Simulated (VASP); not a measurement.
# BaSiGeH in VASP: single point with r2SCAN

Aim: the single point of BaSiGeH with r2SCAN.

All numbers are computed with VASP 6.6.1; they aren't measurements. Logs are shortened: lines on timing, memory, paths and dates and some standing lists are left out, and cuts for length are marked.

**1. The cell of the first run**

The cell holds an amorphous packing of atoms, 4 atoms: a = 4.989 Å, b = 4.502 Å, c = 4.105 Å, α = 81.83°, β = 95.04°, γ = 83.76°.

**2. Single point, r2SCAN**

POSCAR reads:

```
BaSiGeH
1.0
    4.9263590000     -0.1137520000     -0.7790200000
    0.6093850000      4.4605340000      0.0666060000
    0.2889420000      0.4888230000      4.0656620000
Ge Ba Si H
1 1 1 1
Direct
    0.5072170000      0.8657900000      0.7666010000
    0.7859390000      0.2777740000      0.2472110000
    0.0306590000      0.7867570000      0.8387090000
    0.3198740000      0.8624620000      0.2917460000
```

INCAR.step1 reads:

```
ALGO     = Normal         # electronic algorithm
EDIFF    = 1E-4           # SCF threshold, eV
ENCUT    = 520            # plane-wave cutoff, eV
GGA      = PE             # functional
ISMEAR   = -1             # smearing method
LASPH    = True           # aspherical terms in the spheres
LCHARG   = False          # write CHGCAR
LREAL    = False          # projectors in reciprocal space
LWAVE    = True           # write WAVECAR
NBANDS   = 22             # bands
NELM     = 80             # most SCF steps
PREC     = Accurate       # precision mode
SIGMA    = 0.1            # smearing width, eV
```

INCAR.step2 reads:

```
ALGO     = Normal         # electronic algorithm
EDIFF    = 1E-6           # SCF threshold, eV
ENCUT    = 520            # plane-wave cutoff, eV
ISIF     = 2              # what is computed and relaxed
ISMEAR   = -1             # smearing method
ISTART   = 1            
LASPH    = True           # aspherical terms in the spheres
LCHARG   = False          # write CHGCAR
LMIXTAU  = True         
LREAL    = False          # projectors in reciprocal space
LWAVE    = False          # write WAVECAR
METAGGA  = R2SCAN         # meta-GGA
NBANDS   = 22             # bands
NELM     = 80             # most SCF steps
PREC     = Accurate       # precision mode
SIGMA    = 0.1            # smearing width, eV
```

KPOINTS reads:

```
k-points
0
Gamma
  4 4 5
```

Potentials or basis: VASP PAW PBE potentials, release 64 (Ge_d, Ba_sv, Si, H).

On the command line:

```
cat potpaw_PBE.64/Ge_d/POTCAR potpaw_PBE.64/Ba_sv/POTCAR potpaw_PBE.64/Si/POTCAR potpaw_PBE.64/H/POTCAR > POTCAR
cp INCAR.step1 INCAR
mpirun -np 1 vasp_std > vasp.out
cp INCAR.step2 INCAR
mpirun -np 1 vasp_std > vasp.out
```

OUTCAR:

```text
EDIFF = 1E-6
   ENCUT = 520
   ISIF = 2
   ISMEAR = -1
   ISTART = 1
   LASPH = True
   LREAL = False
   METAGGA = R2SCAN
   NELM = 80
   PREC = Accurate

 ion  position               nearest neighbor table
   1  0.507  0.866  0.767-   3 2.48   3 2.58   2 3.14   2 3.17   2 3.22
   2  0.786  0.278  0.247-   3 3.07   3 3.10   1 3.14   3 3.16   1 3.17   1 3.22   3 3.78
   3  0.031  0.787  0.839-   1 2.48   1 2.58   2 3.07   2 3.10   2 3.16   2 3.78
   4  0.320  0.862  0.292-

  LATTYP: Found a triclinic cell.
 ALAT       =     4.9888700800
 B/A-ratio  =     1.2720903381
 C/A-ratio  =     1.6596450051
 COS(alpha) =     0.0036155939
 COS(beta)  =     0.6181137862
 COS(gamma) =     0.7089534626

  Lattice vectors:

 A1 = (  -4.9263590000,   0.1137520000,   0.7790200000)
 A2 = (  -4.3169740000,   4.5742860000,   0.8456260000)
 A3 = (  -5.8246860000,  -4.8356050000,  -3.3532480000)

Analysis of symmetry for initial positions (statically):
=====================================================================
 Subroutine PRICEL returns:
 Original cell was already a primitive cell.

 Routine SETGRP: Setting up the symmetry group for a
 triclinic supercell.

 Subroutine GETGRP returns: Found  1 space group operations
 (whereof  1 operations were pure point group operations)
 out of a pool of  2 trial point group operations.

The static configuration has the point symmetry C_1 .

Analysis of symmetry for dynamics (positions and initial velocities):
=====================================================================
 Subroutine PRICEL returns:
 Original cell was already a primitive cell.

 Routine SETGRP: Setting up the symmetry group for a
 triclinic supercell.

 Subroutine GETGRP returns: Found  1 space group operations
 (whereof  1 operations were pure point group operations)
 out of a pool of  2 trial point group operations.

The dynamic configuration has the point symmetry C_1 .

 Subroutine INISYM returns: Found  1 space group operations
 (whereof  1 operations are pure point group operations),
 and found     1 'primitive' translations

----------------------------------------------------------------------------------------

                                     Primitive cell
[... 85 lines left out ...]
 SYSTEM =  unknown system
   PREC   = accura    normal or accurate (medium, high low for compatibility)
   ISTART =      1    job   : 0-new  1-cont  2-samecut
   ICHARG =      0    charge: 1-file 2-atom 10-const
   ISPIN  =      1    spin polarized calculation?
   LNONCOLLINEAR =      F non collinear calculations
   LSORBIT =      F    spin-orbit coupling
   LASPH  =      T    aspherical Exc in radial PAW
   ENCUT  =  520.0 eV  38.22 Ry    6.18 a.u.   9.28  8.37  7.63*2*pi/ulx,y,z
   NELM   =     80;   NELMIN=  2; NELMDL=  0     # of ELM steps
   EDIFF  = 0.1E-05   stopping-criterion for ELM
   LREAL  =      F    real-space projection
   EDIFFG = 0.1E-04   stopping-criterion for IOM
   NSW    =      0    number of steps for IOM
   IBRION =     -1    ionic relax: 0-MD 1-quasi-New 2-CG
   NFREE  =      0    steps in history (QN), initial steepest desc. (CG)
   ISIF   =      2    stress and relaxation
   ISYM   =      2    0-nonsym 1-usesym 2-fastsym
   POTIM  = 0.5000    time-step for ionic-motion
   TEBEG  =    0.0;   TEEND  =   0.0 temperature during run
   PSTRESS=    0.0 pullay stress
   NELECT =      29.0000    total number of electrons
   NUPDOWN=      -1.0000    fix difference up-down
   EMIN   =  10.00;   EMAX   =-10.00  energy-range for DOS
   EFERMI =   0.00;   METHOD = LEGACY
   ISMEAR =    -1;   SIGMA  =   0.10  broadening in eV -4-tet -1-fermi 0-gaus
   EFERMI_NEDOS =   21; number of points for ismear=-14 and -15
   IALGO  =     38    algorithm
   IMIX   =      4    mixing-type and parameters
     AMIX     =   0.40;   BMIX     =  1.00
     AMIX_MAG =   1.60;   BMIX_MAG =  1.00
  volume/ion in A,a.u.               =      22.56       152.23
  Fermi-wavevector in a.u.,A,eV,Ry     =   1.121388  2.119116 17.109469  1.257511
  Thomas-Fermi vector in A             =   2.258041
   LORBIT       =      0    0 simple, 1 ext, 2 COOP (PROOUT), +10 PAW based schemes
   METAGGA = R2SCAN    functional components
   LHFCALC =     F    Hartree Fock is set to
   AEXX    =    0.0000 exact exchange contribution
   IVDW    =     0    specifies the selected vdW correction
   LEPSILON=     F    determine dielectric tensor
   LRPA    =     F    only Hartree local field effects (RPA)
 non-spin polarized calculation
  energy-cutoff  :      520.00
  volume of cell :       90.23
 maximum number of plane-waves:      2450
 NGX is ok and might be reduce to    40
   NGX = 19   NGY = 17   NGZ = 15

 number of electron      28.9999991 magnetization

 Free energy of the ion-electron system (eV)
  ---------------------------------------------------
  ext. energy  EPLUGINS =         0.00000000
  ---------------------------------------------------
  free energy    TOTEN  =       -50.99373715 eV

  energy without entropy =      -50.91230018  energy(sigma->0) =      -50.95301866

 E-fermi :   3.4697     XC(G=0):  -9.7776

 val. band max:        3.4665594551   @ k =   0.5000   0.0000   0.0000
 cond. band min:       3.4701478489   @ k =   0.2500   0.5000   0.2000
 fundamental gap:      0.0035883938
 Fermi energy:         3.4697012863

 k-point     1 :       0.0000    0.0000    0.0000
  band No.  band energies     occupation
      1     -24.9098      2.00000
      2     -21.4417      2.00000
      3     -21.4253      2.00000
      4     -21.4089      2.00000
      5     -21.3957      2.00000
      6     -21.3739      2.00000
[... 589 lines left out ...]
     21       9.0875      0.00000
     22       9.8291      0.00000

 [... further k-points ...]
[... 5 lines left out ...]
  --------------------------------------------------------------------------------------
  -------------------------------------------------------------------------------------
  Total       -1.5525058      4.6102205      4.2858844      0.7281048     -2.1808016     -1.7559838
  in kB      -27.5669517     81.8610330     76.1019838     12.9285382    -38.7232395    -31.1799938
  external PRESSURE =      43.4653550 kB  Pullay stress =       0.0000000 kB

 VOLUME and BASIS-vectors are now :
 -----------------------------------------------------------------------------
  energy-cutoff  :      520.00
  volume of cell :       90.23
      direct lattice vectors                 reciprocal lattice vectors
     4.926359000 -0.113752000 -0.779020000     0.200623895 -0.027244652 -0.010982432
     0.609385000  4.460534000  0.066606000     0.000905170  0.224468701 -0.027052668
     0.288942000  0.488823000  4.065662000     0.038426642 -0.008897712  0.244301257

 POSITION                                       TOTAL-FORCE (eV/Angst)
 -----------------------------------------------------------------------------------
      3.24784      4.17892      2.77928        -1.507998     -0.569010     -0.882434
      4.11252      1.27046      0.41132         0.002067      0.564530      0.669046
      0.87281      3.91585      3.43843         1.101673     -0.077792     -0.022924
      2.18568      3.95327      0.99440         0.404258      0.082272      0.236312
 -----------------------------------------------------------------------------------
    total drift:                                0.001419      0.002860     -0.003966

  FREE ENERGIE OF THE ION-ELECTRON SYSTEM (eV)
  ---------------------------------------------------
  free  energy   TOTEN  =       -50.9937371528 eV

  energy  without entropy=      -50.9123001758  energy(sigma->0) =      -50.95301866
```

OUTCAR.step1:

```text
EDIFF = 1E-4
   ENCUT = 520
   GGA = PE
   ISMEAR = -1
   LASPH = True
   LREAL = False
[... 832 lines left out ...]
      4.11252      1.27046      0.41132         0.051349      0.498230      0.610439
      0.87281      3.91585      3.43843         0.971102     -0.086828     -0.024983
      2.18568      3.95327      0.99440         0.324591      0.089761      0.192616
 -----------------------------------------------------------------------------------
    total drift:                                0.000733     -0.003804     -0.001432

  FREE ENERGIE OF THE ION-ELECTRON SYSTEM (eV)
  ---------------------------------------------------
  free  energy   TOTEN  =       -13.8387063454 eV

  energy  without entropy=      -13.7538542019  energy(sigma->0) =      -13.79628027
```

OSZICAR.step1:

```text
N       E                     dE             d eps       ncg     rms          rms(c)
DAV:   1     0.221629612977E+03    0.22163E+03   -0.13224E+04  2240   0.207E+03
DAV:   2     0.161405659887E+02   -0.20549E+03   -0.19476E+03  1986   0.559E+02
DAV:   3    -0.122256857059E+02   -0.28366E+02   -0.27975E+02  2268   0.123E+02
DAV:   4    -0.140849499141E+02   -0.18593E+01   -0.18557E+01  2852   0.297E+01
DAV:   5    -0.141122118512E+02   -0.27262E-01   -0.27253E-01  2288   0.354E+00    0.567E+00
DAV:   6    -0.138824315701E+02    0.22978E+00   -0.38944E-01  2608   0.342E+00    0.325E+00
DAV:   7    -0.138342208862E+02    0.48211E-01   -0.18864E-01  2272   0.234E+00    0.915E-01
DAV:   8    -0.138372810122E+02   -0.30601E-02   -0.18795E-02  2298   0.894E-01    0.272E-01
DAV:   9    -0.138382489485E+02   -0.96794E-03   -0.26107E-03  2232   0.336E-01    0.809E-02
DAV:  10    -0.138386241065E+02   -0.37516E-03   -0.54020E-04  1948   0.151E-01    0.367E-02
DAV:  11    -0.138387063454E+02   -0.82239E-04   -0.11843E-04  1828   0.670E-02
   1 F= -.13838706E+02 E0= -.13796280E+02  d E =-.848521E-01
```

It took 3.5 min on 1 thread of Intel Xeon Platinum 8375C at 2.90GHz (Ice Lake), shared host; peak memory 0.28 GiB.

Results:

```yaml
Free_energy: -50.9937 eV
Pressure: 4.3 GPa
Largest_force: 1.838 eV/Å
```

Forces in eV/Å, atoms in the order of the input:
```
Ge  -1.508 -0.569 -0.882
Ba   0.002  0.565  0.669
Si   1.102 -0.078 -0.023
H    0.404  0.082  0.236
```

Stress tensor (GPa, compression positive):
```
-2.76  1.29 -3.12
 1.29  8.19 -3.87
-3.12 -3.87  7.61
```

Caveat: the PAW data sets were made with another functional, which shifts forces and pressure a little; spin-orbit coupling is left out, which moves the levels of the heavy elements.
